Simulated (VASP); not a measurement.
# Te (P3_121) in VASP: single point with LDA

Aim: the single point of Te with LDA.

Everything below comes from runs of VASP 6.6.1. Logs are shortened: lines on timing, memory, paths and dates and some standing lists are left out, and cuts for length are marked.

### 1 The cell of the first run

The structure is trigonal, space group P3_121 (No. 152). The conventional cell has a = 4.547 Å, b = 4.547 Å, c = 5.925 Å, α = 90.00°, β = 90.00°, γ = 120.00°. Te (site symmetry 2) has 6 Te at 2.82 to 3.58 Å within 3.7 Å.

### 2 Single point, LDA (equal xx and yy strain of +2 %)

INCAR reads:

```
  PREC = Accurate
  ENCUT = 520
  EDIFF = 1E-7
  ISMEAR = -1
  SIGMA = 0.08
  LREAL = F
  LASPH = T
  NELM = 80
  ALGO = Normal
  ISIF = 2
  LWAVE = F
  LCHARG = T
  GGA = CA
  LELF = T
  LVHAR = T
  NBANDS = 16
```

KPOINTS reads:

```
Automatic mesh
0
Gamma
  9 9 6
```

POSCAR reads:

```
Te
1.0
    4.5471594479      0.0000000000      0.0000000000
   -2.2735797240      3.9379555969      0.0000000000
    0.0000000000      0.0000000000      5.9250000000
Te
3
Direct
    0.7450000000      0.0000000000      0.3333333333
    0.0000000000      0.7450000000      0.6666666667
    0.2550000000      0.2550000000      0.0000000000
```

Potentials or basis: VASP PAW LDA potentials, release 64 (Te).

Launch:

```
> cat potpaw_LDA.64/Te/POTCAR > POTCAR
> mpirun -np 1 vasp_std > vasp.out
```

OUTCAR:

```text
PREC = Accurate
   ENCUT = 520
   EDIFF = 1E-7
   ISMEAR = -1
   LREAL = F
   LASPH = T
   NELM = 80
   ISIF = 2
   GGA = CA

 ion  position               nearest neighbor table
   1  0.745  0.000  0.333-   3 2.82   2 2.82   3 3.58   3 3.58   2 3.58   2 3.58
   2  0.000  0.745  0.667-   3 2.82   1 2.82   3 3.58   3 3.58   1 3.58   1 3.58
   3  0.255  0.255  0.000-   2 2.82   1 2.82   1 3.58   2 3.58   2 3.58   1 3.58

  LATTYP: Found a hexagonal cell.
 ALAT       =     4.5471594479
 C/A-ratio  =     1.3030112684

  Lattice vectors:

 A1 = (   4.5471594479,   0.0000000000,   0.0000000000)
 A2 = (  -2.2735797240,   3.9379555969,   0.0000000000)
 A3 = (   0.0000000000,   0.0000000000,   5.9250000000)

Analysis of symmetry for initial positions (statically):
=====================================================================
 Subroutine PRICEL returns:
 Original cell was already a primitive cell.

 Routine SETGRP: Setting up the symmetry group for a
 hexagonal supercell.

 Subroutine GETGRP returns: Found  6 space group operations
 (whereof  2 operations were pure point group operations)
 out of a pool of 24 trial point group operations.

The static configuration has the point symmetry C_2 .
 The point group associated with its full space group is D_3 .

Analysis of symmetry for dynamics (positions and initial velocities):
=====================================================================
 Subroutine PRICEL returns:
 Original cell was already a primitive cell.

 Routine SETGRP: Setting up the symmetry group for a
 hexagonal supercell.

 Subroutine GETGRP returns: Found  6 space group operations
 (whereof  2 operations were pure point group operations)
 out of a pool of 24 trial point group operations.

The dynamic configuration has the point symmetry C_2 .
 The point group associated with its full space group is D_3 .

 Subroutine INISYM returns: Found  6 space group operations
 (whereof  2 operations are pure point group operations),
 and found     1 'primitive' translations

----------------------------------------------------------------------------------------

                                     Primitive cell

  volume of cell :     106.0961

  direct lattice vectors                    reciprocal lattice vectors
     4.547159448  0.000000000  0.000000000     0.219917514  0.126969436  0.000000000
    -2.273579724  3.937955597  0.000000000     0.000000000  0.253938871  0.000000000
     0.000000000  0.000000000  5.925000000     0.000000000  0.000000000  0.168776371

  length of vectors
[... 81 lines left out ...]
   LASPH  =      T    aspherical Exc in radial PAW
   ENCUT  =  520.0 eV  38.22 Ry    6.18 a.u.   8.45  8.45 11.02*2*pi/ulx,y,z
   NELM   =     80;   NELMIN=  2; NELMDL= -5     # of ELM steps
   EDIFF  = 0.1E-06   stopping-criterion for ELM
   LREAL  =      F    real-space projection
   EDIFFG = 0.1E-05   stopping-criterion for IOM
   NSW    =      0    number of steps for IOM
   IBRION =     -1    ionic relax: 0-MD 1-quasi-New 2-CG
   NFREE  =      0    steps in history (QN), initial steepest desc. (CG)
   ISIF   =      2    stress and relaxation
   ISYM   =      2    0-nonsym 1-usesym 2-fastsym
   POTIM  = 0.5000    time-step for ionic-motion
   TEBEG  =    0.0;   TEEND  =   0.0 temperature during run
   PSTRESS=    0.0 pullay stress
   NELECT =      18.0000    total number of electrons
   NUPDOWN=      -1.0000    fix difference up-down
   EMIN   =  10.00;   EMAX   =-10.00  energy-range for DOS
   EFERMI =   0.00;   METHOD = LEGACY
   ISMEAR =    -1;   SIGMA  =   0.08  broadening in eV -4-tet -1-fermi 0-gaus
   EFERMI_NEDOS =   21; number of points for ismear=-14 and -15
   IALGO  =     38    algorithm
   IMIX   =      4    mixing-type and parameters
     AMIX     =   0.40;   BMIX     =  1.00
     AMIX_MAG =   1.60;   BMIX_MAG =  1.00
  volume/ion in A,a.u.               =      35.37       238.66
  Fermi-wavevector in a.u.,A,eV,Ry     =   0.906287  1.712635 11.175235  0.821357
  Thomas-Fermi vector in A             =   2.029957
   LORBIT       =      0    0 simple, 1 ext, 2 COOP (PROOUT), +10 PAW based schemes
   GGA     = CA    functional components
   LHFCALC =     F    Hartree Fock is set to
   AEXX    =    0.0000 exact exchange contribution
   IVDW    =     0    specifies the selected vdW correction
   LEPSILON=     F    determine dielectric tensor
   LRPA    =     F    only Hartree local field effects (RPA)
 non-spin polarized calculation
  energy-cutoff  :      520.00
  volume of cell :      106.10
 maximum number of plane-waves:      2914
 NGX is ok and might be reduce to    36
   NGX = 17   NGY = 17   NGZ = 23

 number of electron      17.9999999 magnetization

 Free energy of the ion-electron system (eV)
  ---------------------------------------------------
  ext. energy  EPLUGINS =         0.00000000
  ---------------------------------------------------
  free energy    TOTEN  =       -11.26565098 eV

  energy without entropy =      -11.26350012  energy(sigma->0) =      -11.26457555

 E-fermi :   5.4249     XC(G=0):  -9.1094

 val. band max:        5.2482511453   @ k =   0.3333   0.3333   0.5000
 cond. band min:       5.4416815753   @ k =   0.3333   0.3333   0.5000
 fundamental gap:      0.1934304299
 Fermi energy:         5.4248875557

 k-point     1 :       0.0000    0.0000    0.0000
  band No.  band energies     occupation
      1      -8.2443      2.00000
      2      -4.9830      2.00000
      3      -4.9830      2.00000
      4       2.1981      2.00000
      5       2.4005      2.00000
      6       2.4005      2.00000
[... 433 lines left out ...]
      3      -4.4735      2.00000
      4       0.8585      2.00000
      5       1.2589      2.00000
      6       2.2692      2.00000
[... 8 lines left out ...]
     15      11.8322      0.00000
     16      12.0885      0.00000

 [... further k-points ...]
[... 5 lines left out ...]
  --------------------------------------------------------------------------------------
  -------------------------------------------------------------------------------------
  Total       -1.1746558     -1.1746558     -1.0081024      0.0000000     -0.0000000     -0.0000000
  in kB      -17.7387025    -17.7387025    -15.2235485      0.0000000     -0.0000000     -0.0000000
  external PRESSURE =     -16.9003178 kB  Pullay stress =       0.0000000 kB

 VOLUME and BASIS-vectors are now :
 -----------------------------------------------------------------------------
  energy-cutoff  :      520.00
  volume of cell :      106.10
      direct lattice vectors                 reciprocal lattice vectors
     4.547159448  0.000000000  0.000000000     0.219917514  0.126969436  0.000000000
    -2.273579724  3.937955597  0.000000000     0.000000000  0.253938871  0.000000000
     0.000000000  0.000000000  5.925000000     0.000000000  0.000000000  0.168776371

 POSITION                                       TOTAL-FORCE (eV/Angst)
 -----------------------------------------------------------------------------------
      3.38763      0.00000      1.97500        -0.281669     -0.000000     -0.000000
     -1.69382      2.93378      3.95000         0.140835     -0.243933      0.000000
      0.57976      1.00418      0.00000         0.140835      0.243933      0.000000
 -----------------------------------------------------------------------------------
    total drift:                                0.000000      0.000000     -0.000000

  FREE ENERGIE OF THE ION-ELECTRON SYSTEM (eV)
  ---------------------------------------------------
  free  energy   TOTEN  =       -11.2656509844 eV

  energy  without entropy=      -11.2635001232  energy(sigma->0) =      -11.26457555
```

OSZICAR:

```text
N       E                     dE             d eps       ncg     rms          rms(c)
DAV:   1     0.717514137643E+02    0.71751E+02   -0.64359E+03  1984   0.894E+02
DAV:   2    -0.637178290454E+01   -0.78123E+02   -0.74378E+02  2664   0.134E+02
DAV:   3    -0.112361290812E+02   -0.48643E+01   -0.48456E+01  2424   0.380E+01
DAV:   4    -0.113283873107E+02   -0.92258E-01   -0.92239E-01  3048   0.604E+00
DAV:   5    -0.113294929469E+02   -0.11056E-02   -0.11056E-02  2656   0.571E-01    0.118E+01
DAV:   6    -0.112833898317E+02    0.46103E-01   -0.23978E-02  2576   0.852E-01    0.751E+00
DAV:   7    -0.112669355762E+02    0.16454E-01   -0.53739E-02  2264   0.122E+00    0.379E-01
DAV:   8    -0.112656280284E+02    0.13075E-02   -0.95276E-03  2216   0.541E-01    0.156E-01
DAV:   9    -0.112656504932E+02   -0.22465E-04   -0.29948E-04  2872   0.111E-01    0.941E-02
DAV:  10    -0.112656528174E+02   -0.23242E-05   -0.21818E-05  3016   0.278E-02    0.153E-02
DAV:  11    -0.112656510231E+02    0.17943E-05   -0.61829E-06  2424   0.145E-02    0.336E-03
DAV:  12    -0.112656509844E+02    0.38731E-07   -0.53396E-07  2752   0.413E-03
   1 F= -.11265651E+02 E0= -.11264576E+02  d E =-.215086E-02
```

Wall time 84 s (1 thread of AMD EPYC 7R43 (Zen 3), shared host); peak memory 0.2 GiB.

What came out:

```yaml
Free_energy: -11.2657 eV
Pressure: -1.7 GPa
Largest_force: 0.282 eV/Å
Band_gap_on_the_k_mesh: 0.19 eV, direct
```

Forces on the atoms (eV/Å):
```
Te  -0.282  0.000  0.000
Te   0.141 -0.244  0.000
Te   0.141  0.244  0.000
```

Caveat: the cell differs from its parent crystal (equal xx and yy strain of +2 %); spin-orbit coupling is left out, which moves the levels of the heavy elements. A k mesh can miss the band edges.
